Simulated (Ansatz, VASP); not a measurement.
## One calculation of La, two programs

INCAR

```
SYSTEM = La
PREC     = Accurate       ! precision mode
ENCUT    = 520            ! plane-wave cutoff, eV
EDIFF    = 1E-8           ! SCF threshold, eV
ISMEAR   = -1             ! smearing method
SIGMA    = 0.05           ! smearing width, eV
LREAL    = .FALSE.        ! projectors in reciprocal space
LASPH    = .TRUE.         ! aspherical terms in the spheres
NELM     = 150            ! most SCF steps
ALGO     = Normal         ! electronic algorithm
ISIF     = 2              ! what is computed and relaxed
LWAVE    = .FALSE.        ! write WAVECAR
LCHARG   = .FALSE.        ! write CHGCAR
LMAXMIX  = 6              ! l up to which the mixer works
LDAU     = .TRUE.         ! DFT+U
LDAUTYPE = 2            
LDAUL    = 3              ! shell
LDAUU    = 2              ! U, eV
LDAUJ    = 0            
LDAUPRINT= 1            
GGA      = PE             ! functional
LEFG     = .TRUE.       
NBANDS   = 30             ! bands
```

The input KPOINTS:

```
regular mesh
0
G
  9 9 3
  0 0 0
```

File POSCAR:

```
La
1.0
    3.7700000000      0.0000000000      0.0000000000
   -1.8850000000      3.2649157723      0.0000000000
    0.0000000000      0.0000000000     12.1590000000
La
4
Direct
    0.0000000000      0.0000000000      0.0000000000
    0.0000000000      0.0000000000      0.5000000000
    0.3333333333      0.6666666667      0.7500000000
    0.6666666667      0.3333333333      0.2500000000
```

Input for Ansatz:

```yaml
crystal:
  lattice:
    - [3.77, 0.0, 0.0]
    - [-1.885, 3.2649157723, 0.0]
    - [0.0, 0.0, 12.159]
  atoms:
    - { symbol: La, position: [0.0, 0.0, 0.0] }
    - { symbol: La, position: [0.0, 0.0, 0.5] }
    - { symbol: La, position: [0.3333333333, 0.6666666667, 0.75] }
    - { symbol: La, position: [0.6666666667, 0.3333333333, 0.25] }
kpoints:
  mp_grid: { grid: [9, 9, 3] }
scf:
  occupations: { method: fermi_dirac, width: 0.05 }
hamiltonian:
  xc: pbe
  pseudopotentials: { kind: paw, frozen_core: stored }
  hubbard: { sites: [{ species: La, l: f, u_eff: 2.0 }], double_counting: fll }
output:
  forces: true
  stress: true
  populations: true
  efg: { quadrupole_moments_barn: { La: 0.206 } }
```

Alike in both runs: task electric field gradients; functional PBE; k mesh 9 × 9 × 3; occupations fermi-dirac, width 0.05 eV; no spin polarisation; Hubbard terms La f U = 2.0 eV.

```csv
,VASP,Ansatz
version,VASP 6.6.1,Ansatz 0.2.0
potentials or method,"VASP PAW PBE potentials, release 64 (La)","plane-wave PAW, scalar-relativistic"
plane-wave cutoff (eV),520,420
valence electrons in the cell,44,44
```

Ansatz gave:

* pressure (GPa): 0.6
* traceless stress, the component that is largest in VASP (GPa): -0.13
* size of Vzz on the site where it differs most (V/Å²): 10.5

Task: What did VASP give for the same quantities?

Result: Pressure (GPa): 0.5; traceless stress, the component that is largest in VASP (GPa): -0.15; size of Vzz on the site where it differs most (V/Å²): 11.5.

The programs project onto different local orbitals, so the same U acts differently, and such runs can settle in different states. Ansatz's warnings: filled band counts differ across k points.

Spin-orbit coupling is off throughout.
